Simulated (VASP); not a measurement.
# SnO (Pmn2_1) in VASP: further runs

Runs on SnO. Level: PBE+D3(BJ). Tasks: single point.

Everything below comes from runs of VASP 6.6.1. Logs are shortened: lines on timing, memory, paths and dates and some standing lists are left out, and cuts for length are marked.

### 1 The cell of the first run

Symmetry: Pmn2_1, No. 31, orthorhombic system. The conventional cell has a = 2.980 Å, b = 5.094 Å, c = 3.907 Å, α = 90.00°, β = 90.00°, γ = 90.00°. Sn (site symmetry m) has 3 O at 1.94 to 2.00 Å within 2.6 Å. O (site symmetry m) has 3 Sn at 1.94 to 2.00 Å within 2.6 Å.

### 2 Single point, PBE+D3(BJ)

File INCAR:

```
SYSTEM = SnO
ALGO = Normal
EDIFF = 1E-6
ENCUT = 520
GGA = PE
ISIF = 2
ISMEAR = 0
IVDW = 12
LASPH = .True.
LCHARG = .False.
LREAL = .False.
LWAVE = .False.
NBANDS = 28
NELM = 60
PREC = Accurate
SIGMA = 0.05
```

File KPOINTS:

```
k-points
0
Gamma
  8 6 8
  0 0 0
```

File POSCAR:

```
SnO
1.0
    2.9799298646      0.0000000000      0.0000000000
    0.0000000000      5.0940431100      0.0000000000
    0.0000000000      0.0000000000      3.9070816200
Sn O
2 2
Direct
    0.0000000000      0.2344934793      0.5273389918
    0.5000000000      0.7655065207      0.0273389918
    0.0000000000      0.8833967007      0.7226620082
    0.5000000000      0.1166032993      0.2226620082
```

Potentials or basis: VASP PAW PBE potentials, release 64 (Sn_d, O).

Command:

```
cat potpaw_PBE.64/Sn_d/POTCAR potpaw_PBE.64/O/POTCAR > POTCAR
mpirun -np 1 vasp_std > vasp.out
```

OUTCAR:

```text
SYSTEM = SnO
   EDIFF = 1E-6
   ENCUT = 520
   GGA = PE
   ISIF = 2
   ISMEAR = 0
   IVDW = 12
   LASPH = .True.
   LREAL = .False.
   NELM = 60
   PREC = Accurate
 IVDW          = 12

 ion  position               nearest neighbor table
   1  0.000  0.234  0.527-   3 1.94   4 2.00   4 2.00   2 3.43   2 3.43   2 3.43   2 3.43   2 3.65
                             2 3.65   2 3.65   2 3.65
   2  0.500  0.766  0.027-   4 1.94   3 2.00   3 2.00   1 3.43   1 3.43   1 3.43   1 3.43   1 3.65
                             1 3.65   1 3.65   1 3.65
   3  0.000  0.883  0.723-   1 1.94   2 2.00   2 2.00
   4  0.500  0.117  0.223-   2 1.94   1 2.00   1 2.00

  LATTYP: Found a simple orthorhombic cell.
 ALAT       =     2.9799298646
 B/A-ratio  =     1.3111320727
 C/A-ratio  =     1.7094506721

  Lattice vectors:

 A1 = (  -2.9799298646,   0.0000000000,   0.0000000000)
 A2 = (   0.0000000000,   0.0000000000,   3.9070816200)
 A3 = (   0.0000000000,   5.0940431100,   0.0000000000)

Analysis of symmetry for initial positions (statically):
=====================================================================
 Subroutine PRICEL returns:
 Original cell was already a primitive cell.

 Routine SETGRP: Setting up the symmetry group for a
 simple orthorhombic supercell.

 Subroutine GETGRP returns: Found  4 space group operations
 (whereof  2 operations were pure point group operations)
 out of a pool of  8 trial point group operations.

The static configuration has the point symmetry C_1h.
 The point group associated with its full space group is C_2v.

Analysis of symmetry for dynamics (positions and initial velocities):
=====================================================================
 Subroutine PRICEL returns:
 Original cell was already a primitive cell.

 Routine SETGRP: Setting up the symmetry group for a
 simple orthorhombic supercell.

 Subroutine GETGRP returns: Found  4 space group operations
 (whereof  2 operations were pure point group operations)
 out of a pool of  8 trial point group operations.

The dynamic configuration has the point symmetry C_1h.
 The point group associated with its full space group is C_2v.

 Subroutine INISYM returns: Found  4 space group operations
 (whereof  2 operations are pure point group operations),
 and found     1 'primitive' translations

----------------------------------------------------------------------------------------

                                     Primitive cell

  volume of cell :      59.3091

  direct lattice vectors                    reciprocal lattice vectors
     2.979929865  0.000000000  0.000000000     0.335578368  0.000000000  0.000000000
     0.000000000  5.094043110  0.000000000     0.000000000  0.196307722  0.000000000
     0.000000000  0.000000000  3.907081620     0.000000000  0.000000000  0.255945511

  length of vectors
     2.979929865  5.094043110  3.907081620     0.335578368  0.196307722  0.255945511

  position of ions in fractional coordinates (direct lattice)
     0.000000000  0.234493479  0.527338992
     0.500000000  0.765506521  0.027338992
     0.000000000  0.883396701  0.722662008
     0.500000000  0.116603299  0.222662008

  ion indices of the primitive-cell ions
   primitive index   ion index
                 1           1
                 2           2
                 3           3
                 4           4

----------------------------------------------------------------------------------------

 KPOINTS: k-points

Automatic generation of k-mesh.
 Grid dimensions read from file:
 generate k-points for:    8    6    8

 Generating k-lattice:

  Cartesian coordinates                     Fractional coordinates (reciprocal lattice)
     0.041947296  0.000000000  0.000000000     0.125000000  0.000000000  0.000000000
     0.000000000  0.032717954  0.000000000     0.000000000  0.166666667  0.000000000
     0.000000000  0.000000000  0.031993189     0.000000000  0.000000000  0.125000000

  Length of vectors
     0.041947296  0.032717954  0.031993189

  Shift w.r.t. Gamma in fractional coordinates (k-lattice)
     0.000000000  0.000000000  0.000000000

 Subroutine IBZKPT returns following result:
 ===========================================

 Found    100 irreducible k-points:

 Following reciprocal coordinates:
            Coordinates               Weight
  0.000000  0.000000  0.000000      1.000000
  0.125000  0.000000  0.000000      2.000000
  0.250000  0.000000  0.000000      2.000000
  0.375000  0.000000  0.000000      2.000000
  0.500000  0.000000  0.000000      1.000000
  0.000000  0.166667  0.000000      2.000000
[... 16 lines left out ...]
  0.250000  0.000000  0.125000      4.000000
  0.375000  0.000000  0.125000      4.000000
 [... further k-points ...]
   k-points           NKPTS =    100   k-points in BZ     NKDIM =    100   number of bands    NBANDS=     28
   number of dos      NEDOS =    301   number of ions     NIONS =      4
   total plane-waves  NPLWV =  28800
   dimension x,y,z NGX =    24 NGY =   40 NGZ =   30
   dimension x,y,z NGXF=    48 NGYF=   80 NGZF=   60
   ions per type =               2   2
   NGX,Y,Z   is equivalent  to a cutoff of  13.39, 13.05, 12.76 a.u.
   NGXF,Y,Z  is equivalent  to a cutoff of  26.78, 26.11, 25.53 a.u.
 SYSTEM =  SnO
   PREC   = accura    normal or accurate (medium, high low for compatibility)
   ISTART =      0    job   : 0-new  1-cont  2-samecut
   ICHARG =      2    charge: 1-file 2-atom 10-const
   ISPIN  =      1    spin polarized calculation?
   LNONCOLLINEAR =      F non collinear calculations
   LSORBIT =      F    spin-orbit coupling
   LASPH  =      T    aspherical Exc in radial PAW
   ENCUT  =  520.0 eV  38.22 Ry    6.18 a.u.   5.54  9.47  7.26*2*pi/ulx,y,z
   NELM   =     60;   NELMIN=  2; NELMDL= -5     # of ELM steps
   EDIFF  = 0.1E-05   stopping-criterion for ELM
   LREAL  =      F    real-space projection
[... 7 lines left out ...]
   TEBEG  =    0.0;   TEEND  =   0.0 temperature during run
   PSTRESS=    0.0 pullay stress
   NELECT =      40.0000    total number of electrons
   NUPDOWN=      -1.0000    fix difference up-down
   EMIN   =  10.00;   EMAX   =-10.00  energy-range for DOS
   EFERMI =   0.00;   METHOD = LEGACY
   ISMEAR =     0;   SIGMA  =   0.05  broadening in eV -4-tet -1-fermi 0-gaus
   EFERMI_NEDOS =   21; number of points for ismear=-14 and -15
   IALGO  =     38    algorithm
   IMIX   =      4    mixing-type and parameters
     AMIX     =   0.40;   BMIX     =  1.00
     AMIX_MAG =   1.60;   BMIX_MAG =  1.00
  volume/ion in A,a.u.               =      14.83       100.06
  Fermi-wavevector in a.u.,A,eV,Ry     =   1.435669  2.713022 28.043603  2.061147
  Thomas-Fermi vector in A             =   2.554942
   LORBIT       =      0    0 simple, 1 ext, 2 COOP (PROOUT), +10 PAW based schemes
   GGA     = PE    functional components
   LHFCALC =     F    Hartree Fock is set to
   AEXX    =    0.0000 exact exchange contribution
   IVDW    =    12    specifies the selected vdW correction
   LEPSILON=     F    determine dielectric tensor
   LRPA    =     F    only Hartree local field effects (RPA)
 non-spin polarized calculation
 Gauss-broadening in eV      SIGMA  =   0.05
  energy-cutoff  :      520.00
  volume of cell :       59.31
 maximum number of plane-waves:      1626
 NGX is ok and might be reduce to    24
   NGX = 11   NGY = 19   NGZ = 15

 number of electron      39.9999994 magnetization

 Free energy of the ion-electron system (eV)
  ---------------------------------------------------
  ext. energy  EPLUGINS =         0.00000000
  ---------------------------------------------------
  free energy    TOTEN  =       -20.52870135 eV

  energy without entropy =      -20.52870135  energy(sigma->0) =      -20.52870135

 E-fermi :   9.0170     XC(G=0): -11.1117

 val. band max:        8.7277101650   @ k =   0.3750   0.5000   0.0000
 cond. band min:       9.5003481754   @ k =   0.3750   0.5000   0.0000
 fundamental gap:      0.7726380105
 Fermi energy:         9.0170458336

 k-point     1 :       0.0000    0.0000    0.0000
  band No.  band energies     occupation
      1     -13.9147      2.00000
      2     -13.0016      2.00000
      3     -12.7702      2.00000
      4     -12.6378      2.00000
      5     -12.4900      2.00000
      6     -12.4343      2.00000
[... 20 lines left out ...]
     27      19.4460      0.00000
     28      19.4660      0.00000

 k-point     2 :       0.1250    0.0000    0.0000
  band No.  band energies     occupation
      1     -13.9006      2.00000
      2     -13.1885      2.00000
      3     -12.7486      2.00000
      4     -12.5940      2.00000
      5     -12.4694      2.00000
      6     -12.4274      2.00000
[... 20 lines left out ...]
     27      18.4446      0.00000
     28      19.5336      0.00000

 k-point     3 :       0.2500    0.0000    0.0000
  band No.  band energies     occupation
      1     -13.8826      2.00000
      2     -13.4886      2.00000
      3     -12.6108      2.00000
      4     -12.5332      2.00000
      5     -12.4861      2.00000
      6     -12.4133      2.00000
[... 20 lines left out ...]
     27      18.2098      0.00000
     28      19.7059      0.00000

 k-point     4 :       0.3750    0.0000    0.0000
  band No.  band energies     occupation
      1     -13.8766      2.00000
      2     -13.7150      2.00000
      3     -12.5495      2.00000
      4     -12.5420      2.00000
      5     -12.4858      2.00000
      6     -12.4504      2.00000
[... 20 lines left out ...]
     27      17.9335      0.00000
     28      19.7271      0.00000

 k-point     5 :       0.5000    0.0000    0.0000
  band No.  band energies     occupation
      1     -13.8386      2.00000
      2     -13.8386      2.00000
      3     -12.5440      2.00000
      4     -12.5440      2.00000
      5     -12.4887      2.00000
      6     -12.4887      2.00000
[... 20 lines left out ...]
     27      19.1465      0.00000
     28      19.1465      0.00000

 k-point     6 :       0.0000    0.1667    0.0000
  band No.  band energies     occupation
      1     -13.9088      2.00000
      2     -12.9993      2.00000
      3     -12.7667      2.00000
      4     -12.6329      2.00000
      5     -12.4878      2.00000
      6     -12.4350      2.00000
[... 463 lines left out ...]
      5     -12.4900      2.00000
      6     -12.4392      2.00000
[... 20 lines left out ...]
     27      19.3347      0.00000
     28      19.8664      0.00000

 k-point    22 :       0.1250    0.0000    0.1250
  band No.  band energies     occupation
      1     -13.8882      2.00000
      2     -13.2715      2.00000
      3     -12.7012      2.00000
      4     -12.5891      2.00000
      5     -12.4742      2.00000
      6     -12.4387      2.00000
[... 20 lines left out ...]
     27      19.0155      0.00000
     28      19.9607      0.00000

 k-point    23 :       0.2500    0.0000    0.1250
  band No.  band energies     occupation
      1     -13.8779      2.00000
      2     -13.5239      2.00000
      3     -12.6010      2.00000
      4     -12.5352      2.00000
      5     -12.4835      2.00000
      6     -12.4194      2.00000
[... 20 lines left out ...]
     27      18.6666      0.00000
     28      19.7541      0.00000

 k-point    24 :       0.3750    0.0000    0.1250
  band No.  band energies     occupation
      1     -13.8813      2.00000
      2     -13.7353      2.00000
      3     -12.5554      2.00000
      4     -12.5488      2.00000
      5     -12.4784      2.00000
      6     -12.4416      2.00000
[... 20 lines left out ...]
     27      18.3723      0.00000
     28      19.8059      0.00000

 [... further k-points ...]

------------------------ aborting loop because EDIFF is reached ----------------------------------------

 Edisp (eV)   -1.11674

 E8    (eV) :    -0.4845

  FORCE on cell =-STRESS in cart. coord.  units (eV):
  Direction    XX          YY          ZZ          XY          YZ          ZX
  --------------------------------------------------------------------------------------
  -------------------------------------------------------------------------------------
  Total      14.78736    15.24083    10.89537     0.00000     0.00000     0.00000
  in kB     399.46612   411.71618   294.32794     0.00000     0.00000     0.00000
  external pressure =      368.50 kB  Pullay stress =        0.00 kB

 VOLUME and BASIS-vectors are now :
 -----------------------------------------------------------------------------
  energy-cutoff  :      520.00
  volume of cell :       59.31
      direct lattice vectors                 reciprocal lattice vectors
     2.979929865  0.000000000  0.000000000     0.335578368  0.000000000  0.000000000
     0.000000000  5.094043110  0.000000000     0.000000000  0.196307722  0.000000000
     0.000000000  0.000000000  3.907081620     0.000000000  0.000000000  0.255945511

 POSITION                                       TOTAL-FORCE (eV/Angst)
 -----------------------------------------------------------------------------------
      0.00000      1.19452      2.06036         0.000000      5.025521      1.175122
      1.48996      3.89952      0.10682         0.000000     -5.025521      1.175122
      0.00000      4.50006      2.82350         0.000000     -1.126040     -1.175122
      1.48996      0.59398      0.86996         0.000000      1.126040     -1.175122
 -----------------------------------------------------------------------------------
    total drift:                                0.000000     -0.000000     -0.000417

  FREE ENERGIE OF THE ION-ELECTRON SYSTEM (eV)
  ---------------------------------------------------
  free  energy   TOTEN  =       -21.6454400220 eV

  energy  without entropy=      -21.6454400220  energy(sigma->0) =      -21.64544002
```

Run time: 6 min. Hardware: 1 thread of Intel Xeon 8259CL, shared host; peak memory 0.28 GiB.

What came out:

| Item | Value |
| --- | --- |
| Free energy | -21.6454 eV |
| Pressure | 36.9 GPa |
| Largest force | 5.161 eV/Å |
| Band gap on the k mesh | 0.77 eV |
| Dispersion energy per atom | -0.279 eV |

Forces in eV/Å, atoms in the order of the input:
```
Sn   0.000  5.026  1.175
Sn   0.000 -5.026  1.175
O    0.000 -1.126 -1.175
O    0.000  1.126 -1.175
```

Caveat: the stress differs along the axes, from 29 to 41 GPa; semilocal functionals underestimate gaps, and a narrow one can read as zero; spin-orbit coupling is left out, which moves the levels of the heavy elements; forces of over 1 eV/Å act on the atoms, so gaps and moduli don't describe the material at rest. A k mesh can miss the band edges.

### 3 Single point, PBE+D3(BJ)

This run uses another cell than the first one, of 16.72 Å³/atom.

File INCAR:

```
SYSTEM = SnO
  ALGO = Normal
  EDIFF = 1E-7
  ENCUT = 520
  GGA = PE
  ISIF = 2
  ISMEAR = 0
  IVDW = 12
  LASPH = .True.
  LCHARG = .True.
  LELF = .True.
  LREAL = .False.
  LVHAR = .True.
  LWAVE = .False.
  NBANDS = 28
  NELM = 60
  PREC = Accurate
  SIGMA = 0.05
```

KPOINTS is that of step 2.

POSCAR: that of step 2 with these lines changed.

```diff
@@ -2,4 +2,4 @@
 1.0
-    2.9799298646      0.0000000000      0.0000000000
-    0.0000000000      5.0940431100      0.0000000000
+    3.1640828337      0.0000000000      0.0000000000
+    0.0000000000      5.4088435269      0.0000000000
     0.0000000000      0.0000000000      3.9070816200
```

Potentials or basis: VASP PAW PBE potentials, release 64 (Sn_d, O).

Command:

```
cat potpaw_PBE.64/Sn_d/POTCAR potpaw_PBE.64/O/POTCAR > POTCAR
mpirun -np 1 vasp_std > vasp.out
```

Wall time 7 min (1 thread of Intel Xeon 8259CL, shared host); peak memory 0.29 GiB.

Results (log left out):

- Free energy: -22.9191 eV
- Pressure: 13.8 GPa
- Largest force: 2.182 eV/Å
- Band gap on the k mesh: 1.12 eV (least direct gap 1.45 eV)
- Dispersion energy per atom: -0.248 eV

Forces on the atoms (eV/Å):
```
Sn   0.000  2.122  0.508
Sn   0.000 -2.122  0.508
O    0.000 -0.369 -0.508
O    0.000  0.369 -0.508
```

Stress tensor (GPa, compression positive):
```
15.31  0.00  0.00
 0.00 15.60  0.00
 0.00  0.00 10.57
```

Levels at points of the mesh, in eV from the valence-band top:
```tsv
k point	band 18	band 19	band 20	band 21	band 22	band 23
(0.00, 0.00, 0.00)	-3.10	-2.77	-0.03	3.28	3.65	6.44
(0.50, 0.00, 0.00)	-3.37	-1.23	-1.23	2.47	2.47	6.25
(0.00, 0.50, 0.00)	-3.13	-2.14	-1.79	3.33	4.47	5.56
(0.50, 0.50, 0.00)	-3.40	-1.00	-1.00	2.10	2.10	6.77
(0.00, 0.00, 0.50)	-3.71	-1.86	-1.86	3.07	3.07	5.84
(0.50, 0.00, 0.50)	-3.92	-1.17	-1.17	2.14	2.14	4.89
(0.00, 0.50, 0.50)	-3.56	-1.69	-1.69	2.20	2.20	6.69
(0.50, 0.50, 0.50)	-4.26	-0.28	-0.28	2.28	2.28	4.66
```

Caveat: the stress differs along the axes, from 11 to 16 GPa; spin-orbit coupling is left out, which moves the levels of the heavy elements; forces of over 1 eV/Å act on the atoms, so gaps and moduli don't describe the material at rest. A k mesh can miss the band edges.
